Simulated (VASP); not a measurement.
# B (P6/mmm) in VASP: further runs

Runs on B. Level: PBE. Tasks: relaxation of shape and atoms at fixed volume, relaxation of cell and atoms.

All numbers are computed with VASP 6.6.1; they aren't measurements. Logs are shortened: lines on timing, memory, paths and dates and some standing lists are left out, and cuts for length are marked.

## (1) The cell of the first run

The structure is hexagonal, space group P6/mmm (No. 191). The conventional cell has a = 2.541 Å, b = 2.541 Å, c = 2.512 Å, α = 90.00°, β = 90.00°, γ = 120.00°. B (site symmetry 6/mmm) has 20 B at 1.93 to 2.54 Å within 2.6 Å. B (site symmetry -6m2) has 9 B at 1.47 to 1.93 Å within 2.0 Å.

## (2) Relaxation of shape and atoms at fixed volume, PBE

The input, INCAR:

```
SYSTEM = B
  PREC = Accurate
  ENCUT = 600
  EDIFF = 1E-6
  ISMEAR = -1
  SIGMA = 0.05
  LREAL = .False.
  LASPH = .True.
  NELM = 100
  ALGO = Normal
  ISIF = 4
  LWAVE = .False.
  LCHARG = .False.
  GGA = PE
  IBRION = 2
  NSW = 50
  EDIFFG = -0.005
```

The input, KPOINTS:

```
Automatic mesh
0
Gamma
  12 12 16
  0 0 0
```

The input, POSCAR:

```
B
1.0
    2.5408933378      0.0000000000      0.0000000000
   -1.2704466689      2.2004781788      0.0000000000
    0.0000000000      0.0000000000      2.5119748160
B
3
Direct
    0.0000000000      0.0000000000      0.0000000000
    0.3333333333      0.6666666667      0.5000000000
    0.6666666667      0.3333333333      0.5000000000
```

Potentials or basis: VASP PAW PBE potentials, release 64 (B).

The run is started by

```
$ cat potpaw_PBE.64/B/POTCAR > POTCAR
$ mpirun -np 1 vasp_std > vasp.out
```

OUTCAR:

```text
SYSTEM = B
   PREC = Accurate
   ENCUT = 600
   EDIFF = 1E-6
   ISMEAR = -1
   LREAL = .False.
   LASPH = .True.
   NELM = 100
   ISIF = 4
   GGA = PE
   IBRION = 2
   NSW = 50
   EDIFFG = -0.005

 ion  position               nearest neighbor table
   1  0.000  0.000  0.000-   2 1.93   3 1.93   2 1.93   3 1.93   2 1.93   2 1.93   3 1.93   3 1.93
                             3 1.93   3 1.93   2 1.93   2 1.93
   2  0.333  0.667  0.500-   3 1.47   3 1.47   3 1.47   1 1.93   1 1.93   1 1.93   1 1.93   1 1.93
                             1 1.93
   3  0.667  0.333  0.500-   2 1.47   2 1.47   2 1.47   1 1.93   1 1.93   1 1.93   1 1.93   1 1.93
                             1 1.93

  LATTYP: Found a hexagonal cell.
 ALAT       =     2.5408933378
 C/A-ratio  =     0.9886187581

  Lattice vectors:

 A1 = (   2.5408933378,   0.0000000000,   0.0000000000)
 A2 = (  -1.2704466689,   2.2004781788,   0.0000000000)
 A3 = (   0.0000000000,   0.0000000000,   2.5119748160)

Analysis of symmetry for initial positions (statically):
=====================================================================
 Subroutine PRICEL returns:
 Original cell was already a primitive cell.

 Routine SETGRP: Setting up the symmetry group for a
 hexagonal supercell.

 Subroutine GETGRP returns: Found 24 space group operations
 (whereof 24 operations were pure point group operations)
 out of a pool of 24 trial point group operations.

The static configuration has the point symmetry D_6h.

Analysis of symmetry for dynamics (positions and initial velocities):
=====================================================================
 Subroutine PRICEL returns:
 Original cell was already a primitive cell.

 Routine SETGRP: Setting up the symmetry group for a
 hexagonal supercell.

 Subroutine GETGRP returns: Found 24 space group operations
 (whereof 24 operations were pure point group operations)
 out of a pool of 24 trial point group operations.

The dynamic configuration has the point symmetry D_6h.

 Subroutine INISYM returns: Found 24 space group operations
 (whereof 24 operations are pure point group operations),
 and found     1 'primitive' translations

----------------------------------------------------------------------------------------

                                     Primitive cell

  volume of cell :      14.0449

  direct lattice vectors                    reciprocal lattice vectors
     2.540893338  0.000000000  0.000000000     0.393562368  0.227223339  0.000000000
    -1.270446669  2.200478179  0.000000000     0.000000000  0.454446679  0.000000000
     0.000000000  0.000000000  2.511974816     0.000000000  0.000000000  0.398093163

  length of vectors
     2.540893338  2.540893338  2.511974816     0.454446679  0.454446679  0.398093163

  position of ions in fractional coordinates (direct lattice)
     0.000000000  0.000000000  0.000000000
     0.333333333  0.666666667  0.500000000
     0.666666667  0.333333333  0.500000000

  ion indices of the primitive-cell ions
   primitive index   ion index
                 1           1
                 2           2
                 3           3

----------------------------------------------------------------------------------------

 KPOINTS: Automatic mesh

Automatic generation of k-mesh.
 Grid dimensions read from file:
 generate k-points for:   12   12   16

 Generating k-lattice:

  Cartesian coordinates                     Fractional coordinates (reciprocal lattice)
     0.032796864  0.018935278  0.000000000     0.083333333  0.000000000  0.000000000
     0.000000000  0.037870557  0.000000000     0.000000000  0.083333333  0.000000000
     0.000000000  0.000000000  0.024880823     0.000000000  0.000000000  0.062500000

  Length of vectors
     0.037870557  0.037870557  0.024880823

  Shift w.r.t. Gamma in fractional coordinates (k-lattice)
     0.000000000  0.000000000  0.000000000

 Subroutine IBZKPT returns following result:
 ===========================================

 Found    171 irreducible k-points:

 Following reciprocal coordinates:
            Coordinates               Weight
  0.000000  0.000000  0.000000      1.000000
  0.083333  0.000000  0.000000      6.000000
  0.166667  0.000000  0.000000      6.000000
  0.250000  0.000000  0.000000      6.000000
  0.333333  0.000000  0.000000      6.000000
  0.416667  0.000000  0.000000      6.000000
[... 16 lines left out ...]
  0.250000  0.000000  0.062500     12.000000
  0.333333  0.000000  0.062500     12.000000
 [... further k-points ...]
   k-points           NKPTS =    171   k-points in BZ     NKDIM =    171   number of bands    NBANDS=      8
   number of dos      NEDOS =    301   number of ions     NIONS =      3
   total plane-waves  NPLWV =   8000
   dimension x,y,z NGX =    20 NGY =   20 NGZ =   20
   dimension x,y,z NGXF=    40 NGYF=   40 NGZF=   40
   ions per type =               3
   NGX,Y,Z   is equivalent  to a cutoff of  13.09, 13.09, 13.24 a.u.
   NGXF,Y,Z  is equivalent  to a cutoff of  26.17, 26.17, 26.47 a.u.
 SYSTEM =  B
   PREC   = accura    normal or accurate (medium, high low for compatibility)
   ISTART =      0    job   : 0-new  1-cont  2-samecut
   ICHARG =      2    charge: 1-file 2-atom 10-const
   ISPIN  =      1    spin polarized calculation?
   LNONCOLLINEAR =      F non collinear calculations
   LSORBIT =      F    spin-orbit coupling
   LASPH  =      T    aspherical Exc in radial PAW
   ENCUT  =  600.0 eV  44.10 Ry    6.64 a.u.   5.07  5.07  5.02*2*pi/ulx,y,z
   NELM   =    100;   NELMIN=  2; NELMDL= -5     # of ELM steps
   EDIFF  = 0.1E-05   stopping-criterion for ELM
   LREAL  =      F    real-space projection
   EDIFFG = -.5E-02   stopping-criterion for IOM
   NSW    =     50    number of steps for IOM
   IBRION =      2    ionic relax: 0-MD 1-quasi-New 2-CG
   NFREE  =      1    steps in history (QN), initial steepest desc. (CG)
   ISIF   =      4    stress and relaxation
   ISYM   =      2    0-nonsym 1-usesym 2-fastsym
   POTIM  = 0.5000    time-step for ionic-motion
   TEBEG  =    0.0;   TEEND  =   0.0 temperature during run
   PSTRESS=    0.0 pullay stress
   NELECT =       9.0000    total number of electrons
   NUPDOWN=      -1.0000    fix difference up-down
   EMIN   =  10.00;   EMAX   =-10.00  energy-range for DOS
   EFERMI =   0.00;   METHOD = LEGACY
   ISMEAR =    -1;   SIGMA  =   0.05  broadening in eV -4-tet -1-fermi 0-gaus
   EFERMI_NEDOS =   21; number of points for ismear=-14 and -15
   IALGO  =     38    algorithm
   IMIX   =      4    mixing-type and parameters
     AMIX     =   0.40;   BMIX     =  1.00
     AMIX_MAG =   1.60;   BMIX_MAG =  1.00
  volume/ion in A,a.u.               =       4.68        31.59
  Fermi-wavevector in a.u.,A,eV,Ry     =   1.411398  2.667155 27.103397  1.992043
  Thomas-Fermi vector in A             =   2.533253
   LORBIT       =      0    0 simple, 1 ext, 2 COOP (PROOUT), +10 PAW based schemes
   GGA     = PE    functional components
   LHFCALC =     F    Hartree Fock is set to
   AEXX    =    0.0000 exact exchange contribution
   IVDW    =     0    specifies the selected vdW correction
   LEPSILON=     F    determine dielectric tensor
   LRPA    =     F    only Hartree local field effects (RPA)
 conjugate gradient relaxation of ions
 non-spin polarized calculation
  energy-cutoff  :      600.00
  volume of cell :       14.04
 maximum number of plane-waves:       484
   NGX = 11   NGY = 11   NGZ = 11

--------------------------------------- Ionic step        1  -------------------------------------------

 number of electron       9.0000000 magnetization

 Free energy of the ion-electron system (eV)
  ---------------------------------------------------
  ext. energy  EPLUGINS =         0.00000000
  ---------------------------------------------------
  free energy    TOTEN  =       -14.84761135 eV

  energy without entropy =      -14.84615995  energy(sigma->0) =      -14.84688565

------------------------ aborting loop because EDIFF is reached ----------------------------------------

  FORCE on cell =-STRESS in cart. coord.  units (eV):
  Direction    XX          YY          ZZ          XY          YZ          ZX
  --------------------------------------------------------------------------------------
  -------------------------------------------------------------------------------------
  Total       15.7126977     15.7126977      9.0467387      0.0000000      0.0000000      0.0000000
  in kB     1792.4314466   1792.4314465   1032.0098645      0.0000000      0.0000000      0.0000000
  external PRESSURE =    1538.9575859 kB  Pullay stress =       0.0000000 kB
[... 170 lines left out ...]
  energy  without entropy=      -14.9499611497  energy(sigma->0) =      -14.95176595

--------------------------------------- Ionic step        6  -------------------------------------------

 number of electron       9.0000000 magnetization

 Free energy of the ion-electron system (eV)
  ---------------------------------------------------
  ext. energy  EPLUGINS =         0.00000000
  ---------------------------------------------------
  free energy    TOTEN  =       -14.95357291 eV

  energy without entropy =      -14.94997789  energy(sigma->0) =      -14.95177540

 E-fermi :  12.8341     XC(G=0): -13.8941

 val. band max:       12.8248824988   @ k =   0.1667   0.1667   0.3750
 cond. band min:      12.8478122973   @ k =   0.2500   0.2500   0.2500
 fundamental gap:      0.0229297985
 Fermi energy:        12.8341146876

 k-point     1 :       0.0000    0.0000    0.0000
  band No.  band energies     occupation
      1      -8.5145      2.00000
      2       7.7252      2.00000
      3      10.5468      2.00000
      4      10.5468      2.00000
      5      12.4272      1.99942
      6      12.4272      1.99942
      7      18.3205      0.00000
      8      24.1756      0.00000
[... 243 lines left out ...]
 k-point    24 :       0.3333    0.0000    0.0625
  band No.  band energies     occupation
      1      -5.9715      2.00000
      2       1.3203      2.00000
      3       5.4919      2.00000
      4      10.2287      2.00000
      5      15.0319      0.00000
      6      18.8045      0.00000
      7      20.5961      0.00000
      8      20.8006      0.00000

 [... further k-points ...]
[... 5 lines left out ...]
  --------------------------------------------------------------------------------------
  -------------------------------------------------------------------------------------
  Total       12.7946483     12.7946483     12.7910952      0.0000000     -0.0000000      0.0000000
  in kB     1459.5539507   1459.5539506   1459.1486334      0.0000000     -0.0000000      0.0000000
  external PRESSURE =    1459.4188449 kB  Pullay stress =       0.0000000 kB
[... 18 lines left out ...]
  FREE ENERGIE OF THE ION-ELECTRON SYSTEM (eV)
  ---------------------------------------------------
  free  energy   TOTEN  =       -14.9535729098 eV

  energy  without entropy=      -14.9499778918  energy(sigma->0) =      -14.95177540

 reached required accuracy - stopping structural energy minimisation
```

Wall time 29 s (1 thread of Intel Xeon 6975P-C, shared host); peak memory 0.13 GiB.

Results:

```
Free energy               : -14.9536 eV
Energy gained by relaxing : 35.3 meV/atom
Ionic steps               : 6
Pressure after relaxing   : 145.9 GPa
```

The path:
```
step  energy change (eV)  largest force (eV/Å)  pressure (GPa)  volume (Å³)
   1              0.0000                0.0000          153.90        14.04
   2              0.0050                0.0000          137.94        14.04
   3             -0.1058                0.0000          146.21        14.04
   4             -0.1060                0.0000          145.90        14.04
   5             -0.1060                0.0000          145.99        14.04
   6             -0.1060                0.0000          145.94        14.04
```

Final structure:
```
B
1.0
     2.58603    0.00000    0.00000
    -1.29301    2.23957    0.00000
     0.00000    0.00000    2.42505
B
3
Direct
  0.00000 0.00000 0.00000
  0.33333 0.66667 0.50000
  0.66667 0.33333 0.50000
```

Levels at points of the mesh, in eV from the Fermi level:
| k point | band 2 | band 3 | band 4 | band 5 | band 6 | band 7 |
| --- | --- | --- | --- | --- | --- | --- |
| (0.00, 0.00, 0.00) | -5.11 | -2.29 | -2.29 | -0.41 | -0.41 | 5.49 |
| (0.50, 0.00, 0.00) | -15.53 | -8.19 | 1.61 | 2.10 | 2.22 | 7.93 |
| (0.00, 0.00, 0.50) | -15.98 | -0.65 | -0.65 | 4.25 | 4.25 | 6.95 |
| (0.50, 0.00, 0.50) | -11.08 | -9.68 | -7.89 | -4.77 | 0.96 | 5.37 |

## (3) Relaxation of cell and atoms, PBE

This run uses another cell than the first one, of 6.50 Å³/atom, 1.388 times its volume.

The input, INCAR:

```
ALGO = Normal
EDIFF = 1E-6
EDIFFG = -0.005
ENCUT = 600
GGA = PE
IBRION = 2
ISIF = 3
ISMEAR = -1
LASPH = True
LCHARG = False
LREAL = False
LWAVE = False
NELM = 80
NSW = 60
PREC = Accurate
SIGMA = 0.05
```

The input, KPOINTS:

```
k-points
0
Gamma
  12 12 16
```

The input, POSCAR:

```
B
1.0
    3.3115966154      0.0000000000      0.0000000000
   -1.6557983077      2.8679267960      0.0000000000
    0.0000000000      0.0000000000      2.0531899016
B
3
Direct
    0.0000000000      0.0000000000      0.0000000000
    0.3333333333      0.6666666667      0.5000000000
    0.6666666667      0.3333333333      0.5000000000
```

Potentials or basis: VASP PAW PBE potentials, release 64 (B).

The run is started by

```
$ cat potpaw_PBE.64/B/POTCAR > POTCAR
$ mpirun -np 1 vasp_std > vasp.out
```

It took 1.9 min on 1 thread of Intel Xeon 6975P-C, shared host; peak memory 0.15 GiB.

Results (log left out):

```yaml
Free_energy: -17.0517 eV
Relaxed_volume: 6.69 Å³/atom
Relaxed_cell: a = 2.862 Å, b = 2.862 Å, c = 2.828 Å, α = 90.00°, β = 90.00°, γ = 120.00°
Space_group_after_relaxing_to_0.05_Å: P6/mmm (No. 191)
Energy_gained_by_relaxing: 600.0 meV/atom
Ionic_steps: 16
Pressure_after_relaxing: 0.0 GPa
```

The path:
```csv
step,energy change (eV),largest force (eV/Å),pressure (GPa),volume (Å³)
1,0.0000,0.0000,-11.36,19.50
2,-0.0631,0.0000,3.80,18.22
3,-0.0634,0.0000,2.82,18.29
4,-0.0792,0.0000,2.42,18.40
5,-0.1510,0.0000,2.65,18.69
6,-0.5635,0.0000,2.27,19.13
7,-1.7859,0.0000,5.02,19.54
8,-1.7048,0.0000,10.59,19.54
9,-1.7905,0.0000,6.13,19.54
10,-1.7308,0.0000,-8.85,21.23
11,-1.7969,0.0000,2.00,19.94
12,-1.7845,0.0000,-4.71,20.37
13,-1.8000,0.0000,-0.17,20.07
14,-1.8000,0.0000,-0.13,20.07
15,-1.8000,0.0000,0.10,20.05
16,-1.8000,0.0000,0.02,20.06
```

Final structure:
```
B
1.0
     2.86182    0.00000    0.00000
    -1.43091    2.47841    0.00000
     0.00000    0.00000    2.82771
B
3
Direct
  0.00000 0.00000 0.00000
  0.33333 0.66667 0.50000
  0.66667 0.33333 0.50000
```

Levels at points of the mesh, in eV from the Fermi level:
```tsv
k point	band 1	band 2	band 3	band 4	band 5	band 6	band 7	band 8
(0.00, 0.00, 0.00)	-16.91	-4.24	-1.02	-1.02	0.92	0.92	2.19	9.61
(0.50, 0.00, 0.00)	-12.29	-11.96	-5.43	1.11	1.52	1.57	4.95	6.04
(0.00, 0.00, 0.50)	-13.82	-12.24	-0.16	-0.16	3.87	3.87	7.52	8.28
(0.50, 0.00, 0.50)	-10.00	-8.51	-7.61	-6.30	-3.25	1.57	3.97	4.48
```
